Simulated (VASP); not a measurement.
# Zr (Fd-3m) in VASP: further runs, part 2 of 3

VASP 6.6.1.

### Step 4. Single point, PBE

This run uses another cell than the first one, of 31.09 Å³/atom, 1.087 times its volume.

The input, INCAR:

```
ALGO     = Normal         # electronic algorithm
EDIFF    = 1E-7           # SCF threshold, eV
ENCUT    = 520            # plane-wave cutoff, eV
GGA      = PE             # functional
ISIF     = 2              # what is computed and relaxed
ISMEAR   = -1             # smearing method
LASPH    = True           # aspherical terms in the spheres
LCHARG   = False          # write CHGCAR
LREAL    = False          # projectors in reciprocal space
LWAVE    = False          # write WAVECAR
NBANDS   = 19             # bands
NELM     = 60             # most SCF steps
PREC     = Accurate       # precision mode
SIGMA    = 0.1            # smearing width, eV
```

The input, KPOINTS:

```
k-points
0
Gamma
  10 10 10
```

The input, POSCAR:

```
Zr
1.0
    0.0000000000      3.1443159116      3.1443159116
    3.1443159116      0.0000000000      3.1443159116
    3.1443159116      3.1443159116      0.0000000000
Zr
2
Direct
    0.1250000000      0.1250000000      0.1250000000
    0.8750000000      0.8750000000      0.8750000000
```

Potentials or basis: VASP PAW PBE potentials, release 64 (Zr_sv).

The run is started by

```console
> cat potpaw_PBE.64/Zr_sv/POTCAR > POTCAR
> mpirun -np 1 vasp_std > vasp.out
```

OUTCAR:

```text
EDIFF = 1E-7
   ENCUT = 520
   GGA = PE
   ISIF = 2
   ISMEAR = -1
   LASPH = True
   LREAL = False
   NELM = 60
   PREC = Accurate

 ion  position               nearest neighbor table
   1  0.125  0.125  0.125-   2 2.72   2 2.72   2 2.72   2 2.72
   2  0.875  0.875  0.875-   1 2.72   1 2.72   1 2.72   1 2.72

  LATTYP: Found a face centered cubic cell.
 ALAT       =     6.2886318232

  Lattice vectors:

 A1 = (   0.0000000000,   3.1443159116,   3.1443159116)
 A2 = (   3.1443159116,   0.0000000000,   3.1443159116)
 A3 = (   3.1443159116,   3.1443159116,   0.0000000000)

Analysis of symmetry for initial positions (statically):
=====================================================================
 Subroutine PRICEL returns:
 Original cell was already a primitive cell.

 Routine SETGRP: Setting up the symmetry group for a
 face centered cubic supercell.

 Subroutine GETGRP returns: Found 48 space group operations
 (whereof 12 operations were pure point group operations)
 out of a pool of 48 trial point group operations.

The static configuration has the point symmetry D_3d.
 The point group associated with its full space group is O_h .

Analysis of symmetry for dynamics (positions and initial velocities):
=====================================================================
 Subroutine PRICEL returns:
 Original cell was already a primitive cell.

 Routine SETGRP: Setting up the symmetry group for a
 face centered cubic supercell.

 Subroutine GETGRP returns: Found 48 space group operations
 (whereof 12 operations were pure point group operations)
 out of a pool of 48 trial point group operations.

The dynamic configuration has the point symmetry D_3d.
 The point group associated with its full space group is O_h .

 Subroutine INISYM returns: Found 48 space group operations
 (whereof 12 operations are pure point group operations),
 and found     1 'primitive' translations

----------------------------------------------------------------------------------------

                                     Primitive cell

  volume of cell :      62.1740

  direct lattice vectors                    reciprocal lattice vectors
     0.000000000  3.144315912  3.144315912    -0.159017101  0.159017101  0.159017101
     3.144315912  0.000000000  3.144315912     0.159017101 -0.159017101  0.159017101
     3.144315912  3.144315912  0.000000000     0.159017101  0.159017101 -0.159017101

  length of vectors
     4.446734207  4.446734207  4.446734207     0.275425698  0.275425698  0.275425698

  position of ions in fractional coordinates (direct lattice)
     0.125000000  0.125000000  0.125000000
     0.875000000  0.875000000  0.875000000

  ion indices of the primitive-cell ions
   primitive index   ion index
                 1           1
                 2           2

----------------------------------------------------------------------------------------

 KPOINTS: k-points

Automatic generation of k-mesh.
 Grid dimensions read from file:
 generate k-points for:   10   10   10

 Generating k-lattice:

  Cartesian coordinates                     Fractional coordinates (reciprocal lattice)
    -0.015901710  0.015901710  0.015901710     0.100000000  0.000000000  0.000000000
     0.015901710 -0.015901710  0.015901710     0.000000000  0.100000000  0.000000000
     0.015901710  0.015901710 -0.015901710     0.000000000  0.000000000  0.100000000

  Length of vectors
     0.027542570  0.027542570  0.027542570

  Shift w.r.t. Gamma in fractional coordinates (k-lattice)
     0.000000000  0.000000000  0.000000000

 Subroutine IBZKPT returns following result:
 ===========================================

 Found     47 irreducible k-points:

 Following reciprocal coordinates:
            Coordinates               Weight
  0.000000  0.000000  0.000000      1.000000
  0.100000  0.000000  0.000000      8.000000
  0.200000  0.000000  0.000000      8.000000
  0.300000  0.000000  0.000000      8.000000
  0.400000  0.000000  0.000000      8.000000
  0.500000  0.000000  0.000000      4.000000
[... 16 lines left out ...]
  0.300000  0.300000  0.000000      6.000000
  0.400000  0.300000  0.000000     24.000000
 [... further k-points ...]
   k-points           NKPTS =     47   k-points in BZ     NKDIM =     47   number of bands    NBANDS=     19
   number of dos      NEDOS =    301   number of ions     NIONS =      2
   total plane-waves  NPLWV =  46656
   dimension x,y,z NGX =    36 NGY =   36 NGZ =   36
   dimension x,y,z NGXF=    72 NGYF=   72 NGZF=   72
   ions per type =               2
   NGX,Y,Z   is equivalent  to a cutoff of  13.46, 13.46, 13.46 a.u.
   NGXF,Y,Z  is equivalent  to a cutoff of  26.92, 26.92, 26.92 a.u.
 SYSTEM =  unknown system
   PREC   = accura    normal or accurate (medium, high low for compatibility)
   ISTART =      0    job   : 0-new  1-cont  2-samecut
   ICHARG =      2    charge: 1-file 2-atom 10-const
   ISPIN  =      1    spin polarized calculation?
   LNONCOLLINEAR =      F non collinear calculations
   LSORBIT =      F    spin-orbit coupling
   LASPH  =      T    aspherical Exc in radial PAW
   ENCUT  =  520.0 eV  38.22 Ry    6.18 a.u.   8.27  8.27  8.27*2*pi/ulx,y,z
   NELM   =     60;   NELMIN=  2; NELMDL= -5     # of ELM steps
   EDIFF  = 0.1E-06   stopping-criterion for ELM
   LREAL  =      F    real-space projection
   EDIFFG = 0.1E-05   stopping-criterion for IOM
   NSW    =      0    number of steps for IOM
   IBRION =     -1    ionic relax: 0-MD 1-quasi-New 2-CG
   NFREE  =      0    steps in history (QN), initial steepest desc. (CG)
   ISIF   =      2    stress and relaxation
   ISYM   =      2    0-nonsym 1-usesym 2-fastsym
   POTIM  = 0.5000    time-step for ionic-motion
   TEBEG  =    0.0;   TEEND  =   0.0 temperature during run
   PSTRESS=    0.0 pullay stress
   NELECT =      24.0000    total number of electrons
   NUPDOWN=      -1.0000    fix difference up-down
   EMIN   =  10.00;   EMAX   =-10.00  energy-range for DOS
   EFERMI =   0.00;   METHOD = LEGACY
   ISMEAR =    -1;   SIGMA  =   0.10  broadening in eV -4-tet -1-fermi 0-gaus
   EFERMI_NEDOS =   21; number of points for ismear=-14 and -15
   IALGO  =     38    algorithm
   IMIX   =      4    mixing-type and parameters
     AMIX     =   0.40;   BMIX     =  1.00
     AMIX_MAG =   1.60;   BMIX_MAG =  1.00
  volume/ion in A,a.u.               =      31.09       209.79
  Fermi-wavevector in a.u.,A,eV,Ry     =   1.191999  2.252551 19.331982  1.420861
  Thomas-Fermi vector in A             =   2.328047
   LORBIT       =      0    0 simple, 1 ext, 2 COOP (PROOUT), +10 PAW based schemes
   GGA     = PE    functional components
   LHFCALC =     F    Hartree Fock is set to
   AEXX    =    0.0000 exact exchange contribution
   IVDW    =     0    specifies the selected vdW correction
   LEPSILON=     F    determine dielectric tensor
   LRPA    =     F    only Hartree local field effects (RPA)
 non-spin polarized calculation
  energy-cutoff  :      520.00
  volume of cell :       62.17
 maximum number of plane-waves:      1695
 NGX is ok and might be reduce to    36
   NGX = 17   NGY = 17   NGZ = 17

 number of electron      24.0000000 magnetization

 Free energy of the ion-electron system (eV)
  ---------------------------------------------------
  ext. energy  EPLUGINS =         0.00000000
  ---------------------------------------------------
  free energy    TOTEN  =       -12.31267109 eV

  energy without entropy =      -12.15303189  energy(sigma->0) =      -12.23285149

 E-fermi :   5.5432     XC(G=0):  -9.5092

 val. band max:        5.5355528121   @ k =   0.5000   0.4000   0.1000
 cond. band min:       5.5441740215   @ k =   0.0000   0.0000   0.0000
 fundamental gap:      0.0086212094
 Fermi energy:         5.5431958554

 k-point     1 :       0.0000    0.0000    0.0000
  band No.  band energies     occupation
      1     -43.3505      2.00000
      2     -42.7946      2.00000
      3     -21.6882      2.00000
      4     -21.6882      2.00000
      5     -21.6882      2.00000
      6     -20.7187      2.00000
[... 11 lines left out ...]
     18      10.9657      0.00000
     19      10.9657      0.00000

 k-point     2 :       0.1000    0.0000    0.0000
  band No.  band energies     occupation
      1     -43.3407      2.00000
      2     -42.8051      2.00000
      3     -21.7004      2.00000
      4     -21.7004      2.00000
      5     -21.6880      2.00000
      6     -20.7194      2.00000
[... 476 lines left out ...]
 k-point    24 :       0.4000    0.3000    0.0000
  band No.  band energies     occupation
      1     -43.1995      2.00000
      2     -42.9532      2.00000
      3     -21.8838      2.00000
      4     -21.8740      2.00000
      5     -21.4340      2.00000
      6     -20.9862      2.00000
[... 11 lines left out ...]
     18       9.0062      0.00000
     19      10.9758      0.00000

 [... further k-points ...]
[... 5 lines left out ...]
  --------------------------------------------------------------------------------------
  -------------------------------------------------------------------------------------
  Total        0.0357064      0.0357064      0.0357064     -0.0000000     -0.0000000      0.0000000
  in kB        0.9201268      0.9201268      0.9201268     -0.0000000     -0.0000000      0.0000000
  external PRESSURE =       0.9201268 kB  Pullay stress =       0.0000000 kB

 VOLUME and BASIS-vectors are now :
 -----------------------------------------------------------------------------
  energy-cutoff  :      520.00
  volume of cell :       62.17
      direct lattice vectors                 reciprocal lattice vectors
     0.000000000  3.144315912  3.144315912    -0.159017101  0.159017101  0.159017101
     3.144315912  0.000000000  3.144315912     0.159017101 -0.159017101  0.159017101
     3.144315912  3.144315912  0.000000000     0.159017101  0.159017101 -0.159017101

 POSITION                                       TOTAL-FORCE (eV/Angst)
 -----------------------------------------------------------------------------------
      0.78608      0.78608      0.78608        -0.000000     -0.000000     -0.000000
      5.50255      5.50255      5.50255         0.000000      0.000000      0.000000
 -----------------------------------------------------------------------------------
    total drift:                               -0.000000      0.000000      0.000000

  FREE ENERGIE OF THE ION-ELECTRON SYSTEM (eV)
  ---------------------------------------------------
  free  energy   TOTEN  =       -12.3126710882 eV

  energy  without entropy=      -12.1530318903  energy(sigma->0) =      -12.23285149
```

Run time: 89 s. Hardware: 1 thread of Intel Xeon 6975P-C, shared host; peak memory 0.22 GiB.

Results:

```
Free energy            : -12.3127 eV
Pressure               : 0.1 GPa
Band gap on the k mesh : zero (band 12 reaches 5.61 eV, above the bottom of band 13 at 5.41 eV)
```

### Step 5. Single point, PBE (volume scaled by 1.04)

The input, INCAR:

```
PREC = Accurate
ENCUT = 520
EDIFF = 1E-6
ISMEAR = -1
SIGMA = 0.1
LREAL = False
LASPH = True
NELM = 60
ALGO = Normal
ISIF = 2
LWAVE = False
LCHARG = False
GGA = PE
NBANDS = 19
```

The input, KPOINTS:

```
Automatic mesh
0
Gamma
  10 10 10
```

The input, POSCAR:

```
Zr
1.0
    0.0000000000      3.1856932344      3.1856932344
    3.1856932344      0.0000000000      3.1856932344
    3.1856932344      3.1856932344      0.0000000000
Zr
2
Direct
    0.1250000000      0.1250000000      0.1250000000
    0.8750000000      0.8750000000      0.8750000000
```

The run is started by

```console
> cat potpaw_PBE.64/Zr_sv/POTCAR > POTCAR
> mpirun -np 1 vasp_std > vasp.out
```

It took 82 s on 1 thread of Intel Xeon 6975P-C, shared host; peak memory 0.22 GiB.

Results (log left out):

* Free energy: -12.3048 eV
* Pressure: -1.2 GPa
* Band gap on the k mesh: zero (band 12 reaches 5.28 eV, above the bottom of band 13 at 5.11 eV)

Levels at points of the mesh, in eV from the Fermi level:
```csv
k point,band 10,band 11,band 12,band 13,band 14,band 15
"(0.00, 0.00, 0.00)",-0.73,-0.73,-0.01,-0.01,-0.01,2.02
"(0.50, 0.00, 0.00)",-1.00,-0.63,-0.63,-0.11,-0.11,0.59
"(0.50, 0.50, 0.00)",-1.64,-0.03,-0.03,0.16,0.16,1.70
```

Caveat: the cell differs from its parent crystal (volume scaled by 1.04).

(Part 2 of 3 ends here.)
